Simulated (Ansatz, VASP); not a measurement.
## Two plane-wave programs on Ge

```xyz
2
Lattice="0.0000 2.8290 2.8290 2.8290 0.0000 2.8290 2.8290 2.8290 0.0000" Properties=species:S:1:pos:R:3 pbc="T T T"
Ge    0.0000    0.0000    0.0000
Ge    1.4145    1.4145    1.4145
```

Alike in both runs: task relaxation of cell and atoms; functional LDA; k mesh 12 × 12 × 12; occupations gaussian, width 0.1 eV; no spin polarisation.

|  | VASP | Ansatz |
| --- | --- | --- |
| version | VASP 6.6.1 | Ansatz 0.2.0 |
| potentials or method | VASP PAW LDA potentials, release 64 (Ge_d), cutoff 600 eV | scalar-relativistic, plane waves, PAW |
| valence electrons in the cell | 28 | 28 |

```csv
,VASP,Ansatz,Ansatz less VASP
"gap on the k mesh at the Fermi level, each at its own relaxed structure (eV)",none,none,-
relaxed volume (Å³/atom),22.27,22.21,-0.062
relaxed cell length with the largest relative difference (Å),3.979,3.975,-0.0037
```

LDA's correlation is that of Perdew and Zunger in VASP and of Perdew and Wang (1992) in Ansatz. A gap of «none» marks a metal or a gap that the smearing closes.
